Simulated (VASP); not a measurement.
# AlFe (CsCl type) in VASP: notebook

The runs below take AlFe (CsCl type) through single point, with HSE06.

All numbers are computed with VASP 6.6.1; they aren't measurements. Logs are shortened: lines on timing, memory, paths and dates and some standing lists are left out, and cuts for length are marked.

### 1 The cell of the first run

It takes space group R3m (No. 160, trigonal). Conventional cell: a = 4.059 Å, b = 4.059 Å, c = 4.971 Å, α = 90.00°, β = 90.00°, γ = 120.00°. Within 3.2 Å of Fe (site symmetry 3m) lie 8 Al at 2.43 to 2.55 Å and 6 Fe at 2.87 Å. Within 3.2 Å of Al (site symmetry 3m) lie 8 Fe at 2.43 to 2.55 Å and 6 Al at 2.87 Å.

### 2 Single point, HSE06

POSCAR reads:

```
AlFe
1.0
    2.8700000000      0.0000000000      0.0000000000
    0.0000000000      2.8700000000      0.0000000000
    0.0000000000      0.0000000000      2.8700000000
Fe Al
1 1
Direct
    0.0120700405      0.0120700405      0.0120700405
    0.5000000000      0.5000000000      0.5000000000
```

INCAR.step1 reads:

```
  PREC = Accurate
  ENCUT = 510
  EDIFF = 1E-5
  ISMEAR = -1
  SIGMA = 0.1
  LREAL = False
  LASPH = True
  NELM = 120
  ALGO = Normal
  ISIF = 2
  LWAVE = True
  LCHARG = False
  NBANDS = 16
  GGA = PE
  GGA_COMPAT = False
```

INCAR.step2 reads:

```
  PREC = Accurate
  ENCUT = 510
  EDIFF = 1E-6
  ISMEAR = -1
  SIGMA = 0.1
  LREAL = False
  LASPH = True
  NELM = 120
  ALGO = Normal
  ISIF = 2
  LWAVE = False
  LCHARG = False
  GGA = PE
  LHFCALC = True
  HFSCREEN = 0.2079
  PRECFOCK = Normal
  NBANDS = 16
  ISTART = 1
  GGA_COMPAT = False
```

KPOINTS reads:

```
Automatic mesh
0
Gamma
  4 4 4
```

Potentials or basis: VASP PAW PBE potentials, release 64 (Fe_sv, Al).

Command:

```console
$ cat potpaw_PBE.64/Fe_sv/POTCAR potpaw_PBE.64/Al/POTCAR > POTCAR
$ cp INCAR.step1 INCAR
$ mpirun -np 1 vasp_std > vasp.out
$ cp INCAR.step2 INCAR
$ mpirun -np 1 vasp_std > vasp.out
```

OUTCAR:

```text
PREC = Accurate
   ENCUT = 510
   EDIFF = 1E-6
   ISMEAR = -1
   LREAL = False
   LASPH = True
   NELM = 120
   ISIF = 2
   GGA = PE
   LHFCALC = True
   HFSCREEN = 0.2079
   PRECFOCK = Normal
   ISTART = 1

 ion  position               nearest neighbor table
   1  0.012  0.012  0.012-   2 2.43   2 2.47   2 2.47   2 2.47   2 2.51   2 2.51   2 2.51   2 2.55

   2  0.500  0.500  0.500-   1 2.43   1 2.47   1 2.47   1 2.47   1 2.51   1 2.51   1 2.51   1 2.55

  LATTYP: Found a simple cubic cell.
 ALAT       =     2.8700000000

  Lattice vectors:

 A1 = (   2.8700000000,   0.0000000000,   0.0000000000)
 A2 = (   0.0000000000,   2.8700000000,   0.0000000000)
 A3 = (   0.0000000000,   0.0000000000,   2.8700000000)

Analysis of symmetry for initial positions (statically):
=====================================================================
 Subroutine PRICEL returns:
 Original cell was already a primitive cell.

 Routine SETGRP: Setting up the symmetry group for a
 simple cubic supercell.

 Subroutine GETGRP returns: Found  6 space group operations
 (whereof  6 operations were pure point group operations)
 out of a pool of 48 trial point group operations.

The static configuration has the point symmetry C_3v.

Analysis of symmetry for dynamics (positions and initial velocities):
=====================================================================
 Subroutine PRICEL returns:
 Original cell was already a primitive cell.

 Routine SETGRP: Setting up the symmetry group for a
 simple cubic supercell.

 Subroutine GETGRP returns: Found  6 space group operations
 (whereof  6 operations were pure point group operations)
 out of a pool of 48 trial point group operations.

The dynamic configuration has the point symmetry C_3v.

 Subroutine INISYM returns: Found  6 space group operations
 (whereof  6 operations are pure point group operations),
 and found     1 'primitive' translations

----------------------------------------------------------------------------------------

                                     Primitive cell

  volume of cell :      23.6399

  direct lattice vectors                    reciprocal lattice vectors
[... 77 lines left out ...]
   EDIFFG = 0.1E-04   stopping-criterion for IOM
   NSW    =      0    number of steps for IOM
   IBRION =     -1    ionic relax: 0-MD 1-quasi-New 2-CG
   NFREE  =      0    steps in history (QN), initial steepest desc. (CG)
   ISIF   =      2    stress and relaxation
   ISYM   =      3    0-nonsym 1-usesym 2-fastsym
   POTIM  = 0.5000    time-step for ionic-motion
   TEBEG  =    0.0;   TEEND  =   0.0 temperature during run
   PSTRESS=    0.0 pullay stress
   NELECT =      19.0000    total number of electrons
   NUPDOWN=      -1.0000    fix difference up-down
   EMIN   =  10.00;   EMAX   =-10.00  energy-range for DOS
   EFERMI =   0.00;   METHOD = LEGACY
   ISMEAR =    -1;   SIGMA  =   0.10  broadening in eV -4-tet -1-fermi 0-gaus
   EFERMI_NEDOS =   21; number of points for ismear=-14 and -15
   IALGO  =     38    algorithm
   IMIX   =      1    mixing-type and parameters
     AMIX     =   0.40;   BMIX     =  1.00
     AMIX_MAG =   1.60;   BMIX_MAG =  1.00
  volume/ion in A,a.u.               =      11.82        79.76
  Fermi-wavevector in a.u.,A,eV,Ry     =   1.522103  2.876358 31.521958  2.316799
  Thomas-Fermi vector in A             =   2.630728
   LORBIT       =      0    0 simple, 1 ext, 2 COOP (PROOUT), +10 PAW based schemes
   GGA     = PE    functional components
   LHFCALC =     T    Hartree Fock is set to
   PRECFOCK=normal    Normal, Fast or Accurate (Low or Medium for compatibility)
   ENCUT4O =  -1.0   cutoff for four orbital integrals eV
   NKREDX  =     1    reduce k-point grid by
   NKREDY  =     1    reduce k-point grid by
   NKREDZ  =     1    reduce k-point grid by
   AEXX    =    0.2500 exact exchange contribution
   HFSCREEN=    0.2079 screening length (either q_TF or 0.3 A-1)
   HFSCREENC=   0.2079 screening length for correlation (either q_TF or 0.3 A-1)
   ENCUTFOCK=  -1.0 apply spherical cutoff to Coloumb kernel
   IVDW    =     0    specifies the selected vdW correction
   LEPSILON=     F    determine dielectric tensor
   LRPA    =     F    only Hartree local field effects (RPA)
 non-spin polarized calculation
  energy-cutoff  :      510.00
  volume of cell :       23.64
 maximum number of plane-waves:       630
 NGX is ok and might be reduce to    24
  NGX = 16; NGY = 16; NGZ = 16

 number of electron      18.9999986 magnetization

 Free energy of the ion-electron system (eV)
  ---------------------------------------------------
  ext. energy  EPLUGINS =         0.00000000
  ---------------------------------------------------
  free energy    TOTEN  =       -15.22979400 eV

  energy without entropy =      -15.19622365  energy(sigma->0) =      -15.21300883

 E-fermi :  10.3648     XC(G=0): -10.1381

 val. band max:       10.3228306230   @ k =   0.2500   0.0000   0.0000
 cond. band min:      10.4220922420   @ k =   0.5000   0.0000   0.0000
 fundamental gap:      0.0992616190
 Fermi energy:        10.3647629847

 k-point     1 :       0.0000    0.0000    0.0000
  band No.  band energies     occupation
      1     -80.7505      2.00000
      2     -45.1748      2.00000
      3     -45.1748      2.00000
      4     -45.1744      2.00000
      5      -0.9023      2.00000
      6       8.1976      2.00000
[... 224 lines left out ...]
      3     -45.2544      2.00000
      4     -45.2542      2.00000
      5       6.4117      2.00000
      6       6.4169      2.00000
[... 8 lines left out ...]
     15      17.8260      0.00000
     16      17.8586      0.00000

------------------------ aborting loop because EDIFF is reached ----------------------------------------

  FORCE on cell =-STRESS in cart. coord.  units (eV):
  Direction    XX          YY          ZZ          XY          YZ          ZX
  --------------------------------------------------------------------------------------
  -------------------------------------------------------------------------------------
  Total       -1.7188817     -1.7188817     -1.7188817      0.0260204      0.0260204      0.0260204
  in kB     -116.4959673   -116.4959673   -116.4959673      1.7635122      1.7635122      1.7635122
  external PRESSURE =    -116.4959673 kB  Pullay stress =       0.0000000 kB

 VOLUME and BASIS-vectors are now :
 -----------------------------------------------------------------------------
  energy-cutoff  :      510.00
  volume of cell :       23.64
      direct lattice vectors                 reciprocal lattice vectors
     2.870000000  0.000000000  0.000000000     0.348432056  0.000000000  0.000000000
     0.000000000  2.870000000  0.000000000     0.000000000  0.348432056  0.000000000
     0.000000000  0.000000000  2.870000000     0.000000000  0.000000000  0.348432056

 POSITION                                       TOTAL-FORCE (eV/Angst)
 -----------------------------------------------------------------------------------
      0.03464      0.03464      0.03464        -0.250406     -0.250406     -0.250406
      1.43500      1.43500      1.43500         0.250406      0.250406      0.250406
 -----------------------------------------------------------------------------------
    total drift:                                0.000890      0.000890      0.000878

  FREE ENERGIE OF THE ION-ELECTRON SYSTEM (eV)
  ---------------------------------------------------
  free  energy   TOTEN  =       -15.2297940045 eV

  energy  without entropy=      -15.1962236469  energy(sigma->0) =      -15.21300883
```

OUTCAR.step1:

```text
PREC = Accurate
   ENCUT = 510
   EDIFF = 1E-5
   ISMEAR = -1
   LREAL = False
[... 456 lines left out ...]
      0.03464      0.03464      0.03464        -0.277346     -0.277346     -0.277346
      1.43500      1.43500      1.43500         0.277346      0.277346      0.277346
 -----------------------------------------------------------------------------------
    total drift:                                0.001264      0.001264      0.001253

  FREE ENERGIE OF THE ION-ELECTRON SYSTEM (eV)
  ---------------------------------------------------
  free  energy   TOTEN  =       -12.8236355432 eV

  energy  without entropy=      -12.7641629170  energy(sigma->0) =      -12.79389923
```

OSZICAR.step1:

```text
N       E                     dE             d eps       ncg     rms          rms(c)
DAV:   1     0.155028611188E+03    0.15503E+03   -0.10442E+04   520   0.140E+03
DAV:   2    -0.867731226773E+01   -0.16371E+03   -0.15698E+03   432   0.432E+02
DAV:   3    -0.146612768840E+02   -0.59840E+01   -0.59265E+01   552   0.926E+01
DAV:   4    -0.147815521659E+02   -0.12028E+00   -0.12027E+00   440   0.145E+01
DAV:   5    -0.147870820525E+02   -0.55299E-02   -0.55298E-02   544   0.303E+00    0.148E+01
DAV:   6    -0.172518108117E+02   -0.24647E+01   -0.31800E+01   440   0.105E+02    0.259E+01
DAV:   7    -0.128297014402E+02    0.44221E+01   -0.13460E+01   448   0.690E+01    0.314E+00
DAV:   8    -0.128345558118E+02   -0.48544E-02   -0.15991E-01   448   0.316E+00    0.219E+00
DAV:   9    -0.128245582893E+02    0.99975E-02   -0.27318E-02   576   0.198E+00    0.401E-01
DAV:  10    -0.128236599706E+02    0.89832E-03   -0.19493E-03   520   0.829E-01    0.168E-01
DAV:  11    -0.128236361374E+02    0.23833E-04   -0.92744E-05   584   0.105E-01    0.718E-03
DAV:  12    -0.128236355432E+02    0.59421E-06   -0.21831E-06   288   0.212E-02
   1 F= -.12823636E+02 E0= -.12793899E+02  d E =-.594726E-01
```

It took 2 min on 1 thread of AMD EPYC 9R45 (Zen 5), shared host; peak memory 0.21 GiB.

What came out:

| Property | Result |
| --- | --- |
| Free energy | -15.2298 eV |
| Pressure | -11.6 GPa |
| Largest force | 0.434 eV/Å |
| Band gap on the k mesh | zero (an odd number of electrons rules out a gap without spin polarisation) |

Forces in eV/Å, atoms in the order of the input:
```
Fe  -0.250 -0.250 -0.250
Al   0.250  0.250  0.250
```

Stress tensor (GPa, compression positive):
```
-11.65   0.18   0.18
  0.18 -11.65   0.18
  0.18   0.18 -11.65
```

Caveat: the k points lie up to 0.55 Å⁻¹ apart, too coarse for converged energies and pressures of a metal; the PAW data sets were made with another functional, which shifts forces and pressure a little; the run has no spin polarisation, though such a crystal can be magnetic. Spin polarisation is off, so any magnetic state and its effect on volume and gap are missing.

[end of part 1 of 2]

The gap in the log of VASP goes by the Fermi energy; the results here count the filled bands.